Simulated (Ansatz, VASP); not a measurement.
ZnInGaO4: VASP beside Ansatz

```xyz
7
Lattice="1.6780 0.9688 8.7036 -1.6780 0.9688 8.7036 0.0000 -1.9376 8.7036" Properties=species:S:1:pos:R:3 pbc="T T T"
Zn    0.0000    0.0000    5.7131
In    0.0000    0.0000    0.0806
Ga    0.0000    0.0000   20.5508
O     0.0000    0.0000    7.7097
O     0.0000    0.0000   18.5710
O     0.0000    0.0000    3.1603
O     0.0000    0.0000   22.5471
```

Alike in both runs: functional PBE; k mesh 9 × 9 × 9; occupations gaussian, width 0.02 eV; no spin polarisation.

Ansatz relaxed the structure, and its values are those at the end. VASP's run is a single point on that final structure, the one shown.

|  | VASP | Ansatz |
| --- | --- | --- |
| version | VASP 6.6.1 | Ansatz 0.2.0 |
| potentials or method | VASP PAW PBE potentials, release 64 (Zn, In_d, Ga_d, O), cutoff 520 eV | scalar-relativistic, plane waves, PAW |
| valence electrons in the cell | 62 | 62 |

```tsv
	VASP	Ansatz	Ansatz less VASP
gap on the k mesh at the Fermi level (eV)	1.10	1.11	+0.017
least direct gap on the mesh (eV)	1.10	1.11	+0.017
pressure (GPa)	0.7	0.0	-0.65
rms of the force components (eV/Å)	0.005	0.000	-0.0044
```
